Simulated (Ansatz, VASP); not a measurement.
**One calculation of TaTeP, two programs**

```
Ta Te P
1.0
     3.46356    0.00000    0.00000
     0.00000    3.46356    0.00000
     0.00000    0.00000    5.76508
Ta Te P
1 1 1
Direct
  0.50000 0.50000 0.50000
  0.50000 0.50000 0.00000
  0.00000 0.00000 0.50000
```

Alike in both runs: functional PBE; k mesh 4 × 4 × 4; occupations gaussian, width 0.1 eV; no spin polarisation.

Ansatz relaxed the structure, and its values are those at the end. VASP's run is a single point on that final structure, the one shown.

|  | VASP | Ansatz |
| --- | --- | --- |
| version | VASP 6.6.1 | Ansatz 0.2.0 |
| potentials or method | VASP PAW PBE potentials, release 64 (Ta_pv, Te, P), cutoff 520 eV | scalar-relativistic, plane waves, PAW |
| valence electrons in the cell | 22 | 34 |

|  | VASP | Ansatz | Ansatz less VASP |
| --- | --- | --- | --- |
| gap on the k mesh at the Fermi level (eV) | none | none | - |
| pressure (GPa) | -0.1 | -0.1 | -0.01 |

A gap of «none» marks a metal or a gap that the smearing closes. The functional is the same, so the differences come from potentials, cutoffs and numerics. VASP's potentials hold 22 valence electrons a cell and Ansatz's 34, so a difference there can come from the potentials and not from the codes.

The k mesh is coarse, so the values compare programs but aren't converged. Spin-orbit coupling is off throughout.
